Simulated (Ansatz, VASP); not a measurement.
## One calculation of Al2P3, two programs

```
Al P
1.0
     5.08479    0.00000    0.00000
    -2.54239    4.40356    0.00000
     0.00000    0.00000    5.14962
Al P
2 3
Cartesian
  0.0000 0.0000 2.5748
  0.0000 0.0000 0.0000
  2.5424 0.0000 0.0000
  -1.2712 2.2018 0.0000
  1.2712 2.2018 0.0000
```

Alike in both runs: task relaxation of cell and atoms; functional PBE; k mesh 12 × 12 × 8; occupations gaussian, width 0.1 eV; no spin polarisation.

|  | VASP | Ansatz |
| --- | --- | --- |
| version | VASP 6.6.1 | Ansatz 0.2.0 |
| potentials or method | VASP PAW PBE potentials, release 64 (Al, P), cutoff 600 eV | scalar-relativistic, plane waves, PAW |
| valence electrons in the cell | 21 | 21 |

```csv
,VASP,Ansatz,Ansatz less VASP
"gap on the k mesh at the Fermi level, each at its own relaxed structure (eV)",none,none,-
relaxed volume (Å³/atom),22.97,23.00,+0.027
relaxed cell length with the largest relative difference (Å),5.084,5.086,+0.0023
```

A gap of «none» marks a metal or a gap that the smearing closes.
